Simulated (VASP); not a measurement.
## PtS2: single point with PBE+D3(BJ)

PtS2, a slab with vacuum:

```xyz
6
Lattice="3.5415 0.0000 0.0000 -1.7708 3.0671 0.0000 0.0000 0.0000 22.4671" Properties=species:S:1:pos:R:3 pbc="T T T"
S     1.7708    1.0224    4.5000
S     0.0000    2.0447    6.9795
S     1.7708    3.0671    9.8673
S     0.0000    4.0894   12.3468
Pt    0.0000    0.0000    5.7438
Pt    0.0000    2.0447   11.1030
```

| Item | Value |
| --- | --- |
| Program | VASP 6.6.1 |
| Task | single point |
| Functional | PBE |
| Dispersion | D3(BJ) |
| Potentials or basis | VASP PAW PBE potentials, release 64 (S, Pt) |
| Cutoff | 400 eV |
| k mesh | 9 × 9 × 1 |
| Occupations | gaussian, width 0.05 eV |
| Spin | no spin polarisation |

```yaml
Largest_force: 0.039 eV/Å
Band_gap_on_the_k_mesh: 1.24 eV, indirect (least direct gap 1.47 eV)
Dispersion_energy_per_atom: -0.334 eV
```

Forces in eV/Å, atoms in the order of the input:
```
S    0.000  0.000  0.039
S    0.000  0.000 -0.039
S    0.000  0.000  0.039
S    0.000  0.000 -0.039
Pt   0.000  0.000 -0.002
Pt   0.000  0.000  0.002
```

Levels at points of the mesh, in eV from the valence-band top:
| k point | band 20 | band 21 | band 22 | band 23 | band 24 | band 25 |
| --- | --- | --- | --- | --- | --- | --- |
| (0.00, 0.00, 0.00) | -0.64 | -0.64 | -0.37 | 2.75 | 2.75 | 2.84 |

Wall time 51 s on 1 thread of Intel(R) Xeon(R) 6975P-C (Granite Rapids), on a shared host, peak memory 0.29 GiB.

Caveat: spin-orbit coupling is left out, which moves the levels of the heavy elements.
